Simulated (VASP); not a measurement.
Set up this calculation in VASP 6.6.1, as the native input.

```yaml
Task: G0W0 quasiparticle levels
Functional: PBE
Potentials_or_basis: VASP PAW PBE potentials, release 64 (Ca_sv_GW, O_GW)
Cutoff: 500 eV
k_mesh: 6 × 6 × 6
Occupations: gaussian, width 0.01 eV
Spin: no spin polarisation
Dipole_correction: no
GW_scheme: G0W0
GW_iterations: 1
Cutoff_of_the_response_function: 180
Frequency_points: 48
Empty_bands: 134
Further_INCAR_settings: ALGO = EVGW0; EDIFF = 1e-08; NBANDS = 142
```

CaO:

```xyz
2
Lattice="2.9032 0.0000 0.0000 0.0000 2.9032 0.0000 0.0000 0.0000 2.9032" Properties=species:S:1:pos:R:3 pbc="T T T"
Ca    0.0000    0.0000    0.0000
O     1.4516    1.4516    1.4516
```

The input as run:

POSCAR

```
CaO
1.0
    2.9032089672      0.0000000000      0.0000000000
    0.0000000000      2.9032089672      0.0000000000
    0.0000000000      0.0000000000      2.9032089672
Ca O
1 1
Direct
    0.0000000000      0.0000000000      0.0000000000
    0.5000000000      0.5000000000      0.5000000000
```

INCAR.step1

```
PREC = Accurate
ENCUT = 500
EDIFF = 1E-8
ISMEAR = 0
SIGMA = 0.01
LREAL = False
LASPH = True
NELM = 60
ALGO = Normal
LWAVE = True
LCHARG = False
GGA = PE
```

INCAR.step2

```
PREC = Accurate
ENCUT = 500
EDIFF = 1E-8
ISMEAR = 0
SIGMA = 0.01
LREAL = False
LASPH = True
NELM = 1
ALGO = Exact
LWAVE = True
LCHARG = False
GGA = PE
NBANDS = 142
LOPTICS = True
ISTART = 1
```

INCAR.step3

```
PREC = Accurate
ENCUT = 500
EDIFF = 1E-8
ISMEAR = 0
SIGMA = 0.01
LREAL = False
LASPH = True
ALGO = EVGW0
LWAVE = False
LCHARG = False
GGA = PE
NELMGW = 1
NBANDS = 142
ENCUTGW = 180.0
NOMEGA = 48
PRECFOCK = Fast
ISTART = 1
NBANDSGW = 16
```

KPOINTS

```
regular mesh
0
Gamma
  6 6 6
```

Potentials or basis: VASP PAW PBE potentials, release 64 (Ca_sv_GW, O_GW).

The run is started by

```console
$ cat potpaw_PBE.64/Ca_sv_GW/POTCAR potpaw_PBE.64/O_GW/POTCAR > POTCAR
$ cp INCAR.step1 INCAR
$ mpirun -np 1 vasp_std > vasp.out
$ cp INCAR.step2 INCAR
$ mpirun -np 1 vasp_std > vasp.out
$ cp INCAR.step3 INCAR
$ mpirun -np 1 vasp_std > vasp.out
```

Results of the run:

```yaml
Band_gap_on_the_k_mesh_mean-field_level: 2.77 eV, indirect (least direct gap 3.08 eV)
Quasiparticle_gap: 5.12 eV
Least_direct_quasiparticle_gap: 5.48 eV
```

Caveat: bands, screening cutoff and mesh are small and nothing is extrapolated, so the quasiparticle values aren't converged.

It took 14 min on 1 thread of Intel Xeon 8259CL, on a shared host, peak memory 0.63 GiB.
